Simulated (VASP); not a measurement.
# AgCl: single point with PBEsol

The system is AgCl.

```
Ag Cl
1.0
     3.33116    0.00000   -0.36643
     0.00000    3.33116   -0.09161
    -0.36643   -0.09161    3.33116
Ag Cl
1 1
Direct
  0.00000 0.00000 0.00000
  0.50000 0.50000 0.50000
```

This cell differs from its parent crystal: engineering shear strain xz -0.2200, engineering shear strain yz -0.0550.

| Item | Value |
| --- | --- |
| Program | VASP 6.6.1 |
| Task | single point |
| Functional | PBEsol |
| Potentials or basis | VASP PAW PBE potentials, release 64 (Ag, Cl) |
| Cutoff | 520 eV |
| k mesh | 10 × 10 × 10 |
| Occupations | gaussian, width 0.05 eV |
| Spin | no spin polarisation |
| Dipole correction | no |
| Further INCAR settings | ALGO = Normal; EDIFF = 1e-07; NBANDS = 16 |

- Pressure: 2.5 GPa
- Band gap on the k mesh: zero (band 9 reaches 5.95 eV, above the bottom of band 10 at 5.90 eV)

Stress tensor (GPa, compression positive):
```
 2.41  0.35 -0.67
 0.35  2.86 -0.21
-0.67 -0.21  2.38
```

Levels at points of the mesh, in eV from the Fermi level:
| k point | band 7 | band 8 | band 9 | band 10 | band 11 | band 12 |
| --- | --- | --- | --- | --- | --- | --- |
| (0.00, 0.00, 0.00) | -2.80 | -2.77 | -2.21 | -0.04 | 8.53 | 8.77 |
| (0.50, 0.00, 0.00) | -2.30 | -1.05 | -0.43 | 3.73 | 5.66 | 7.38 |
| (0.00, 0.50, 0.00) | -2.28 | -1.54 | 0.01 | 4.12 | 5.48 | 8.33 |
| (0.50, 0.50, 0.00) | -2.92 | -2.50 | -2.16 | 1.81 | 8.06 | 9.00 |
| (0.00, 0.00, 0.50) | -2.30 | -1.01 | -0.48 | 3.71 | 5.67 | 7.28 |
| (0.50, 0.00, 0.50) | -3.05 | -2.57 | -2.15 | 2.12 | 7.27 | 9.65 |
| (0.00, 0.50, 0.50) | -2.93 | -2.50 | -2.16 | 1.83 | 7.97 | 9.08 |
| (0.50, 0.50, 0.50) | -1.42 | -1.03 | -0.27 | 2.60 | 3.75 | 4.83 |

It took 110 s on 1 thread of Intel(R) Xeon(R) 6975P-C (Granite Rapids), on a shared host, peak memory 0.39 GiB.

Caveat: the cell differs from its parent crystal (engineering shear strain xz -0.2200, engineering shear strain yz -0.0550); the PAW data sets were made with another functional, which shifts forces and pressure a little.
